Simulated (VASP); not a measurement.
# Ge (Fmmm) in VASP: single point with PBE

Aim: the single point of Ge with PBE.

Program: VASP 6.6.1. These are calculated values, not measurements. Logs are shortened: lines on timing, memory, paths and dates and some standing lists are left out, and cuts for length are marked.

**1. The cell of the first run**

Symmetry: Fmmm, No. 69, orthorhombic system. Conventional cell: a = 4.049 Å, b = 4.125 Å, c = 4.677 Å, α = 90.00°, β = 90.00°, γ = 90.00°. Within 3.8 Å of Ge (site symmetry mmm) lie 12 Ge at 2.89 to 3.12 Å.

**2. Single point, PBE**

The input, INCAR:

```
SYSTEM = Ge
  ALGO = Normal
  EDIFF = 1E-7
  ENCUT = 520
  GGA = PE
  ISIF = 2
  ISMEAR = 0
  LASPH = .True.
  LCHARG = .False.
  LREAL = .False.
  LWAVE = .False.
  NBANDS = 13
  NELM = 80
  PREC = Accurate
  SIGMA = 0.1
```

The input, KPOINTS:

```
k-points
0
Gamma
  18 18 18
  0 0 0
```

The input, POSCAR:

```
Ge
1.0
    0.0000000000      2.0626900643      2.3383905819
    2.0242789159      0.0000000000      2.3383905819
    2.0242789159      2.0626900643      0.0000000000
Ge
1
Direct
    0.0000000000      0.0000000000      0.0000000000
```

Potentials or basis: VASP PAW PBE potentials, release 64 (Ge_d).

Started as:

```console
> cat potpaw_PBE.64/Ge_d/POTCAR > POTCAR
> mpirun -np 1 vasp_std > vasp.out
```

OUTCAR:

```text
SYSTEM = Ge
   EDIFF = 1E-7
   ENCUT = 520
   GGA = PE
   ISIF = 2
   ISMEAR = 0
   LASPH = .True.
   LREAL = .False.
   NELM = 80
   PREC = Accurate

 ion  position               nearest neighbor table
   1  0.000  0.000  0.000-

  LATTYP: Found a face centered orthorhombic cell.
 ALAT       =     4.0485578318
 B/A-ratio  =     1.0189752253
 C/A-ratio  =     1.1551721275

  Lattice vectors:

 A1 = (   0.0000000000,   2.0626900643,   2.3383905819)
 A2 = (   2.0242789159,   0.0000000000,   2.3383905819)
 A3 = (   2.0242789159,   2.0626900643,   0.0000000000)

Analysis of symmetry for initial positions (statically):
=====================================================================
 Subroutine PRICEL returns:
 Original cell was already a primitive cell.

 Routine SETGRP: Setting up the symmetry group for a
 face centered orthorhombic supercell.

 Subroutine GETGRP returns: Found  8 space group operations
 (whereof  8 operations were pure point group operations)
 out of a pool of  8 trial point group operations.

The static configuration has the point symmetry D_2h.

Analysis of symmetry for dynamics (positions and initial velocities):
=====================================================================
 Subroutine PRICEL returns:
 Original cell was already a primitive cell.

 Routine SETGRP: Setting up the symmetry group for a
 face centered orthorhombic supercell.

 Subroutine GETGRP returns: Found  8 space group operations
 (whereof  8 operations were pure point group operations)
 out of a pool of  8 trial point group operations.

The dynamic configuration has the point symmetry D_2h.

 Subroutine INISYM returns: Found  8 space group operations
 (whereof  8 operations are pure point group operations),
 and found     1 'primitive' translations

----------------------------------------------------------------------------------------

                                     Primitive cell

  volume of cell :      19.5277

  direct lattice vectors                    reciprocal lattice vectors
     0.000000000  2.062690064  2.338390582    -0.247001535  0.242401905  0.213822278
     2.024278916  0.000000000  2.338390582     0.247001535 -0.242401905  0.213822278
     2.024278916  2.062690064  0.000000000     0.247001535  0.242401905 -0.213822278

  length of vectors
     3.118134188  3.092858814  2.890051112     0.406802665  0.406802665  0.406802665

  position of ions in fractional coordinates (direct lattice)
     0.000000000  0.000000000  0.000000000

  ion indices of the primitive-cell ions
   primitive index   ion index
[... 82 lines left out ...]
   TEBEG  =    0.0;   TEEND  =   0.0 temperature during run
   PSTRESS=    0.0 pullay stress
   NELECT =      14.0000    total number of electrons
   NUPDOWN=      -1.0000    fix difference up-down
   EMIN   =  10.00;   EMAX   =-10.00  energy-range for DOS
   EFERMI =   0.00;   METHOD = LEGACY
   ISMEAR =     0;   SIGMA  =   0.10  broadening in eV -4-tet -1-fermi 0-gaus
   EFERMI_NEDOS =   21; number of points for ismear=-14 and -15
   IALGO  =     38    algorithm
   IMIX   =      4    mixing-type and parameters
     AMIX     =   0.40;   BMIX     =  1.00
     AMIX_MAG =   1.60;   BMIX_MAG =  1.00
  volume/ion in A,a.u.               =      19.53       131.78
  Fermi-wavevector in a.u.,A,eV,Ry     =   1.465212  2.768849 29.209605  2.146845
  Thomas-Fermi vector in A             =   2.581096
   LORBIT       =      0    0 simple, 1 ext, 2 COOP (PROOUT), +10 PAW based schemes
   GGA     = PE    functional components
   LHFCALC =     F    Hartree Fock is set to
   AEXX    =    0.0000 exact exchange contribution
   IVDW    =     0    specifies the selected vdW correction
   LEPSILON=     F    determine dielectric tensor
   LRPA    =     F    only Hartree local field effects (RPA)
 non-spin polarized calculation
 Gauss-broadening in eV      SIGMA  =   0.10
  energy-cutoff  :      520.00
  volume of cell :       19.53
 maximum number of plane-waves:       540
   NGX = 11   NGY = 11   NGZ = 11

 number of electron      14.0000009 magnetization

 Free energy of the ion-electron system (eV)
  ---------------------------------------------------
  ext. energy  EPLUGINS =         0.00000000
  ---------------------------------------------------
  free energy    TOTEN  =        -4.19052216 eV

  energy without entropy =       -4.18845335  energy(sigma->0) =       -4.18948775

 E-fermi :   6.5205     XC(G=0): -11.1231

 val. band max:        6.5109040946   @ k =   0.1111  -0.2222   0.0556
 cond. band min:       6.5307994195   @ k =  -0.2222   0.4444   0.2778
 fundamental gap:      0.0198953248
 Fermi energy:         6.5205304639

 k-point     1 :       0.0000    0.0000    0.0000
  band No.  band energies     occupation
      1     -18.3268      2.00000
      2     -18.2845      2.00000
      3     -18.2777      2.00000
      4     -18.2745      2.00000
      5     -18.2169      2.00000
      6      -6.4647      2.00000
      7      14.8424      0.00000
      8      15.1316      0.00000
      9      15.1955      0.00000
     10      19.7472      0.00000
     11      20.8125      0.00000
     12      20.9402      0.00000
     13      21.6250      0.00000
[... 354 lines left out ...]
  band No.  band energies     occupation
      1     -18.3067      2.00000
      2     -18.2905      2.00000
      3     -18.2614      2.00000
      4     -18.2426      2.00000
      5     -18.2300      2.00000
      6      -4.9153      2.00000
      7       7.7683      0.00000
      8      11.9400      0.00000
      9      15.1852      0.00000
     10      18.1880      0.00000
     11      20.8013      0.00000
     12      22.0678      0.00000
     13      23.3186      0.00000

 [... further k-points ...]

------------------------ aborting loop because EDIFF is reached ----------------------------------------

  FORCE on cell =-STRESS in cart. coord.  units (eV):
  Direction    XX          YY          ZZ          XY          YZ          ZX
  --------------------------------------------------------------------------------------
  -------------------------------------------------------------------------------------
  Total        0.0024922      0.0020346      0.0071295      0.0000000      0.0000000      0.0000000
  in kB        0.2044763      0.1669323      0.5849481      0.0000000      0.0000000      0.0000000
  external PRESSURE =       0.3187856 kB  Pullay stress =       0.0000000 kB

 VOLUME and BASIS-vectors are now :
 -----------------------------------------------------------------------------
  energy-cutoff  :      520.00
  volume of cell :       19.53
      direct lattice vectors                 reciprocal lattice vectors
     0.000000000  2.062690064  2.338390582    -0.247001535  0.242401905  0.213822278
     2.024278916  0.000000000  2.338390582     0.247001535 -0.242401905  0.213822278
     2.024278916  2.062690064  0.000000000     0.247001535  0.242401905 -0.213822278

 POSITION                                       TOTAL-FORCE (eV/Angst)
 -----------------------------------------------------------------------------------
      0.00000      0.00000      0.00000         0.000000      0.000000      0.000000
 -----------------------------------------------------------------------------------
    total drift:                               -0.000000      0.000000     -0.000000

  FREE ENERGIE OF THE ION-ELECTRON SYSTEM (eV)
  ---------------------------------------------------
  free  energy   TOTEN  =        -4.1905221569 eV

  energy  without entropy=       -4.1884533458  energy(sigma->0) =       -4.18948775
```

OSZICAR:

```text
N       E                     dE             d eps       ncg     rms          rms(c)
DAV:   1     0.633450226302E+02    0.63345E+02   -0.71421E+03 24614   0.295E+03
DAV:   2     0.154088708945E+01   -0.61804E+02   -0.59055E+02 23765   0.425E+02
DAV:   3    -0.412317070784E+01   -0.56641E+01   -0.56349E+01 26151   0.721E+01
DAV:   4    -0.420183925659E+01   -0.78669E-01   -0.78654E-01 26190   0.919E+00
DAV:   5    -0.420260749804E+01   -0.76824E-03   -0.76824E-03 26561   0.100E+00    0.106E+00
DAV:   6    -0.419421930695E+01    0.83882E-02   -0.58147E-03 28660   0.162E+00    0.590E-01
DAV:   7    -0.419063887122E+01    0.35804E-02   -0.42486E-03 28765   0.109E+00    0.544E-02
DAV:   8    -0.419051617213E+01    0.12270E-03   -0.39831E-04 27115   0.456E-01    0.220E-02
DAV:   9    -0.419052201541E+01   -0.58433E-05   -0.62311E-06 26250   0.281E-02    0.520E-03
DAV:  10    -0.419052233103E+01   -0.31562E-06   -0.20393E-07 26486   0.846E-03    0.337E-04
DAV:  11    -0.419052218064E+01    0.15040E-06   -0.18635E-08 16845   0.270E-03    0.897E-05
DAV:  12    -0.419052215687E+01    0.23764E-07   -0.21805E-09 12915   0.869E-04
   1 F= -.41905222E+01 E0= -.41894878E+01  d E =-.206881E-02
```

stdout:

```text
POSCAR found type information on POSCAR Ge
 POSCAR found :  1 types and       1 ions
 scaLAPACK will be used
 LDA part: xc-table for (Slater+PW92), standard interpolation
 POSCAR, INCAR and KPOINTS ok, starting setup
 FFT: planning ... GRIDC
 FFT: planning ... GRID_SOFT
 FFT: planning ... GRID
 WAVECAR not read
 entering main loop
```

Wall time 3.6 min (1 thread of Intel Xeon 8259CL, shared host); peak memory 0.31 GiB.

What came out:

| Item | Value |
| --- | --- |
| Free energy | -4.1905 eV |
| Pressure | 0.0 GPa |
| Band gap on the k mesh | zero (bands 7 and 8 overlap by 11.25 eV) |

Levels at points of the mesh, in eV from the Fermi level:
```tsv
k point	band 4	band 5	band 6	band 7	band 8	band 9	band 10	band 11
(0.00, 0.00, 0.00)	-24.80	-24.74	-12.99	8.32	8.61	8.67	13.23	14.29
(0.50, 0.00, 0.00)	-24.73	-24.72	-7.87	-5.40	5.04	7.97	9.67	13.38
(0.50, 0.50, 0.00)	-24.72	-24.72	-7.24	-4.99	3.87	4.02	7.72	7.96
(0.50, 0.00, 0.50)	-24.74	-24.68	-5.03	-3.82	1.48	2.75	5.71	6.40
(0.00, 0.50, 0.50)	-24.74	-24.68	-4.73	-3.59	1.24	2.37	5.40	6.14
```
